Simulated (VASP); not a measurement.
# HfN (Fm-3m) in VASP: vibrations by perturbation theory with PBE

Aim: the vibrations by perturbation theory of HfN with PBE.

Everything below comes from runs of VASP 6.6.1. Logs are shortened: lines on timing, memory, paths and dates and some standing lists are left out, and cuts for length are marked.

**1. The cell of the first run**

The structure is cubic, space group Fm-3m (No. 225). Conventional cell: a = 4.525 Å, b = 4.525 Å, c = 4.525 Å, α = 90.00°, β = 90.00°, γ = 90.00°. Hf (site symmetry m-3m) has 6 N at 2.26 Å within 3.0 Å. Within 3.0 Å of N (site symmetry m-3m) lie 6 Hf at 2.26 Å.

**2. Vibrations by perturbation theory, PBE**

INCAR reads:

```
PREC     = Accurate       # precision mode
ENCUT    = 520            # plane-wave cutoff, eV
EDIFF    = 1E-8           # SCF threshold, eV
ISMEAR   = 1              # smearing method
SIGMA    = 0.2            # smearing width, eV
LREAL    = False          # projectors in reciprocal space
LASPH    = True           # aspherical terms in the spheres
NELM     = 60             # most SCF steps
ALGO     = Normal         # electronic algorithm
ISIF     = 2              # what is computed and relaxed
LWAVE    = False          # write WAVECAR
LCHARG   = False          # write CHGCAR
GGA      = PE             # functional
NBANDS   = 14             # bands
IBRION   = 8              # ionic algorithm
NSW      = 1              # ionic steps
```

KPOINTS reads:

```
regular mesh
0
Gamma
  12 12 12
```

POSCAR reads:

```
HfN
1.0
    0.0000000000      2.2625000000      2.2625000000
    2.2625000000      0.0000000000      2.2625000000
    2.2625000000      2.2625000000      0.0000000000
Hf N
1 1
Direct
    0.0000000000      0.0000000000      0.0000000000
    0.5000000000      0.5000000000      0.5000000000
```

Potentials or basis: VASP PAW PBE potentials, release 64 (Hf_pv, N).

Launch:

```console
$ cat potpaw_PBE.64/Hf_pv/POTCAR potpaw_PBE.64/N/POTCAR > POTCAR
$ mpirun -np 1 vasp_std > vasp.out
```

OUTCAR:

```text
PREC = Accurate
   ENCUT = 520
   EDIFF = 1E-8
   ISMEAR = 1
   LREAL = False
   LASPH = True
   NELM = 60
   ISIF = 2
   GGA = PE
   IBRION = 8
   NSW = 1

 ion  position               nearest neighbor table
   1  0.000  0.000  0.000-   2 2.26   2 2.26   2 2.26   2 2.26   2 2.26   2 2.26
   2  0.500  0.500  0.500-   1 2.26   1 2.26   1 2.26   1 2.26   1 2.26   1 2.26

  LATTYP: Found a face centered cubic cell.
 ALAT       =     4.5250000000

  Lattice vectors:

 A1 = (   0.0000000000,   2.2625000000,   2.2625000000)
 A2 = (   2.2625000000,   0.0000000000,   2.2625000000)
 A3 = (   2.2625000000,   2.2625000000,   0.0000000000)

Analysis of symmetry for initial positions (statically):
=====================================================================
 Subroutine PRICEL returns:
 Original cell was already a primitive cell.

 Routine SETGRP: Setting up the symmetry group for a
 face centered cubic supercell.

 Subroutine GETGRP returns: Found 48 space group operations
 (whereof 48 operations were pure point group operations)
 out of a pool of 48 trial point group operations.

The static configuration has the point symmetry O_h .

Analysis of symmetry for dynamics (positions and initial velocities):
=====================================================================
 Subroutine PRICEL returns:
 Original cell was already a primitive cell.

 Routine SETGRP: Setting up the symmetry group for a
 face centered cubic supercell.

 Subroutine GETGRP returns: Found 48 space group operations
 (whereof 48 operations were pure point group operations)
 out of a pool of 48 trial point group operations.

The dynamic configuration has the point symmetry O_h .

 Subroutine INISYM returns: Found 48 space group operations
 (whereof 48 operations are pure point group operations),
 and found     1 'primitive' translations

----------------------------------------------------------------------------------------

                                     Primitive cell

  volume of cell :      23.1631

  direct lattice vectors                    reciprocal lattice vectors
     0.000000000  2.262500000  2.262500000    -0.220994475  0.220994475  0.220994475
     2.262500000  0.000000000  2.262500000     0.220994475 -0.220994475  0.220994475
     2.262500000  2.262500000  0.000000000     0.220994475  0.220994475 -0.220994475

  length of vectors
     3.199658185  3.199658185  3.199658185     0.382773659  0.382773659  0.382773659

  position of ions in fractional coordinates (direct lattice)
     0.000000000  0.000000000  0.000000000
     0.500000000  0.500000000  0.500000000

  ion indices of the primitive-cell ions
   primitive index   ion index
                 1           1
                 2           2

----------------------------------------------------------------------------------------

 KPOINTS: regular mesh

Automatic generation of k-mesh.
 Grid dimensions read from file:
 generate k-points for:   12   12   12

 Generating k-lattice:

  Cartesian coordinates                     Fractional coordinates (reciprocal lattice)
    -0.018416206  0.018416206  0.018416206     0.083333333  0.000000000  0.000000000
     0.018416206 -0.018416206  0.018416206     0.000000000  0.083333333  0.000000000
     0.018416206  0.018416206 -0.018416206     0.000000000  0.000000000  0.083333333

  Length of vectors
     0.031897805  0.031897805  0.031897805

  Shift w.r.t. Gamma in fractional coordinates (k-lattice)
[... 79 lines left out ...]
   AEXX    =    0.0000 exact exchange contribution
   IVDW    =     0    specifies the selected vdW correction
   LEPSILON=     F    determine dielectric tensor
   LRPA    =     F    only Hartree local field effects (RPA)
 non-spin polarized calculation
 Methfessel and Paxton  Order N= 1 SIGMA  =   0.20
  energy-cutoff  :      520.00
  volume of cell :       23.16
 maximum number of plane-waves:       636
   NGX = 11   NGY = 11   NGZ = 11

--------------------------------------- Ionic step        1  -------------------------------------------

 number of electron      15.0000000 magnetization

 Free energy of the ion-electron system (eV)
  ---------------------------------------------------
  ext. energy  EPLUGINS =         0.00000000
  ---------------------------------------------------
  free energy    TOTEN  =       -21.76373614 eV

  energy without entropy =      -21.76633559  energy(sigma->0) =      -21.76460262

 E-fermi :   8.3701     XC(G=0): -12.7082

 val. band max:        8.3079695503   @ k =  -0.0833   0.0833   0.0000
 cond. band min:       8.4356538063   @ k =  -0.1667   0.2500   0.0833
 fundamental gap:      0.1276842560
 Fermi energy:         8.3701474920

 k-point     1 :       0.0000    0.0000    0.0000
  band No.  band energies     occupation
      1     -22.8242      2.00000
      2     -22.8242      2.00000
      3     -22.8242      2.00000
      4      -9.1435      2.00000
      5       5.3151      2.00000
      6       5.3151      2.00000
      7       5.3151      2.00000
      8       8.0011      2.02551
      9       8.0011      2.02551
     10       8.0011      2.02551
     11      10.0936     -0.00000
     12      10.3027     -0.00000
     13      10.3027     -0.00000
     14      17.8981      0.00000
[... 377 lines left out ...]
      1     -23.6653      2.00000
      2     -23.0750      2.00000
      3     -22.9427      2.00000
      4      -6.7908      2.00000
      5       0.1848      2.00000
      6       2.4374      2.00000
      7       2.5131      2.00000
      8      10.4230     -0.00000
      9      11.1287     -0.00000
     10      11.8161     -0.00000
     11      14.5091      0.00000
     12      16.8561      0.00000
     13      16.9211      0.00000
     14      19.2813      0.00000

 [... further k-points ...]
[... 5 lines left out ...]
  --------------------------------------------------------------------------------------
  -------------------------------------------------------------------------------------
  Total        0.2324348      0.2324348      0.2324348      0.0000000     -0.0000000      0.0000000
  in kB       16.0774059     16.0774059     16.0774059      0.0000000     -0.0000000      0.0000000
  external PRESSURE =      16.0774059 kB  Pullay stress =       0.0000000 kB

 VOLUME and BASIS-vectors are now :
 -----------------------------------------------------------------------------
  energy-cutoff  :      520.00
  volume of cell :       23.16
      direct lattice vectors                 reciprocal lattice vectors
     0.000000000  2.262500000  2.262500000    -0.220994475  0.220994475  0.220994475
     2.262500000  0.000000000  2.262500000     0.220994475 -0.220994475  0.220994475
     2.262500000  2.262500000  0.000000000     0.220994475  0.220994475 -0.220994475

 POSITION                                       TOTAL-FORCE (eV/Angst)
 -----------------------------------------------------------------------------------
      0.00000      0.00000      0.00000        -0.000000      0.000000     -0.000000
      2.26250      2.26250      2.26250         0.000000     -0.000000      0.000000
 -----------------------------------------------------------------------------------
    total drift:                                0.000000     -0.000000     -0.000000

  FREE ENERGIE OF THE ION-ELECTRON SYSTEM (eV)
  ---------------------------------------------------
  free  energy   TOTEN  =       -21.7637361382 eV

  energy  without entropy=      -21.7663355887  energy(sigma->0) =      -21.76460262

[... ionic steps 2 to 3 ...]

--------------------------------------- Ionic step        4  -------------------------------------------

------------------------ aborting loop because EDIFF is reached ----------------------------------------

[... ionic steps 5 to 6 ...]

--------------------------------------- Ionic step        7  -------------------------------------------

 Free energy of the ion-electron system (eV)
  ---------------------------------------------------
  ---------------------------------------------------
  free energy    TOTEN  =        -0.23371448 eV

  energy without entropy =       -0.23371448

------------------------ aborting loop because EDIFF is reached ----------------------------------------

 INTERNAL STRAIN TENSOR  FOR ION    2  DIRECTION 1   (eV/Angst):
 -----------------------------------------------------------------------------
    -0.13053  0.00000 -0.00000
    -0.00000  0.06332  0.00000
     0.00000  0.00000  0.06332

 INTERNAL STRAIN TENSOR FOR ION    2 for displacements in x,y,z  (eV/Angst):
          X           Y           Z          XY          YZ          ZX
  --------------------------------------------------------------------------------
  x     0.00000     0.00000     0.00000     0.00000     0.00000     0.00000
  y     0.00000     0.00000     0.00000     0.00000     0.00000     0.00000
  z     0.00000     0.00000     0.00000     0.00000     0.00000     0.00000

 SECOND DERIVATIVES (NOT SYMMETRIZED)
 ------------------------------------
               1X          1Y          1Z          2X          2Y          2Z
  1X   -11.885821    0.000000    0.000000   11.885821    0.000000    0.000000
  1Y     0.000000  -11.885821    0.000000    0.000000   11.885821    0.000000
  1Z     0.000000    0.000000  -11.885821    0.000000    0.000000   11.885821
  2X    11.886708    0.000000    0.000000  -11.886708    0.000000    0.000000
  2Y     0.000000   11.886708    0.000000    0.000000  -11.886708    0.000000
  2Z     0.000000    0.000000   11.886708    0.000000    0.000000  -11.886708

 Eigenvectors and eigenvalues of the dynamical matrix
 ----------------------------------------------------

   1 f  =   14.958880 THz    93.989415 2PiTHz  498.974528 cm-1    61.864929 meV
             X         Y         Z           dx          dy          dz
      0.000000  0.000000  0.000000     0.000000    0.269687    0.000000
      2.262500  2.262500  2.262500     0.000000   -0.962948    0.000000
[... 21 lines left out ...]
   6 f/i=    0.000145 THz     0.000910 2PiTHz    0.004832 cm-1     0.000599 meV
             X         Y         Z           dx          dy          dz
      0.000000  0.000000  0.000000     0.000000   -0.962948    0.000000
      2.262500  2.262500  2.262500     0.000000   -0.269687    0.000000

--------------------------------------------------------------------------------------------------------

 ELASTIC MODULI CONTR FROM IONIC RELAXATION (kBar)
 Direction    XX          YY          ZZ          XY          YZ          ZX
 --------------------------------------------------------------------------------
 XX           0.0000      0.0000      0.0000      0.0000      0.0000      0.0000
 YY           0.0000      0.0000      0.0000      0.0000      0.0000      0.0000
 ZZ           0.0000      0.0000      0.0000      0.0000      0.0000      0.0000
 XY           0.0000      0.0000      0.0000      0.0000      0.0000      0.0000
 YZ           0.0000      0.0000      0.0000      0.0000      0.0000      0.0000
 ZX           0.0000      0.0000      0.0000      0.0000      0.0000      0.0000
 --------------------------------------------------------------------------------
```

It took 5.4 min on 1 thread of AMD EPYC 7R43 (Zen 3), shared host; peak memory 0.22 GiB.

What came out:

- Highest phonon frequency at Γ, LO-TO splitting left out: 499 cm⁻¹

Phonon frequencies in cm⁻¹ (negative: imaginary):
| q point | frequencies |
| --- | --- |
| (0.000, 0.000, 0.000) | 0 0 0 499 499 499 |

Caveat: the cell wasn't relaxed at this level first, which shifts response properties; spin-orbit coupling is left out, which moves the levels of the heavy elements.
